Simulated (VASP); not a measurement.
Wanted: the native input for a VASP 6.6.1 run.

| Property | Result |
| --- | --- |
| Task | single point |
| Functional | r2SCAN |
| Potentials or basis | VASP PAW PBE potentials, release 64 (Be) |
| Cutoff | 520 eV |
| k mesh | 10 × 10 × 10 |
| Occupations | gaussian, width 0.0164 eV |
| Spin | no spin polarisation |
| Dipole correction | no |
| Further INCAR settings | ALGO = Normal; EDIFF = 1e-07; NBANDS = 7 |

Be:

```xyz
1
Lattice="-1.2634 1.2634 1.2634 1.2634 -1.2634 1.2634 1.2634 1.2634 -1.2634" Properties=species:S:1:pos:R:3 pbc="T T T"
Be    0.0000    0.0000    0.0000
```

These files were run (other wordings do the same):

POSCAR

```
Be
1.0
   -1.2634200000      1.2634200000      1.2634200000
    1.2634200000     -1.2634200000      1.2634200000
    1.2634200000      1.2634200000     -1.2634200000
Be
1
Direct
    0.0000000000      0.0000000000      0.0000000000
```

INCAR.step1

```
ALGO     = Normal         # electronic algorithm
EDIFF    = 1E-4           # SCF threshold, eV
ENCUT    = 520            # plane-wave cutoff, eV
GGA      = PE             # functional
ISMEAR   = 0              # smearing method
LASPH    = T              # aspherical terms in the spheres
LCHARG   = F              # write CHGCAR
LREAL    = F              # projectors in reciprocal space
LWAVE    = T              # write WAVECAR
NBANDS   = 7              # bands
NELM     = 100            # most SCF steps
PREC     = Accurate       # precision mode
SIGMA    = 0.0164         # smearing width, eV
```

INCAR.step2

```
ALGO     = Normal         # electronic algorithm
EDIFF    = 1E-7           # SCF threshold, eV
ENCUT    = 520            # plane-wave cutoff, eV
ISIF     = 2              # what is computed and relaxed
ISMEAR   = 0              # smearing method
ISTART   = 1            
LASPH    = T              # aspherical terms in the spheres
LCHARG   = F              # write CHGCAR
LMIXTAU  = T            
LREAL    = F              # projectors in reciprocal space
LWAVE    = F              # write WAVECAR
METAGGA  = R2SCAN         # meta-GGA
NBANDS   = 7              # bands
NELM     = 100            # most SCF steps
PREC     = Accurate       # precision mode
SIGMA    = 0.0164         # smearing width, eV
```

KPOINTS

```
k-points
0
Gamma
  10 10 10
```

Potentials or basis: VASP PAW PBE potentials, release 64 (Be).

Run with:

```sh
$ cat potpaw_PBE.64/Be/POTCAR > POTCAR
$ cp INCAR.step1 INCAR
$ mpirun -np 1 vasp_std > vasp.out
$ cp INCAR.step2 INCAR
$ mpirun -np 1 vasp_std > vasp.out
```

Results of the run:

```json
{
  "Pressure": "-3.5 GPa",
  "Band gap on the k mesh": "zero (band 1 reaches 12.15 eV, above the bottom of band 2 at 6.78 eV)"
}
```

Caveat: the PAW data sets were made with another functional, which shifts forces and pressure a little.

It took 4.2 s on 1 thread of Intel(R) Xeon(R) 6975P-C (Granite Rapids), on a shared host, peak memory 0.1 GiB.
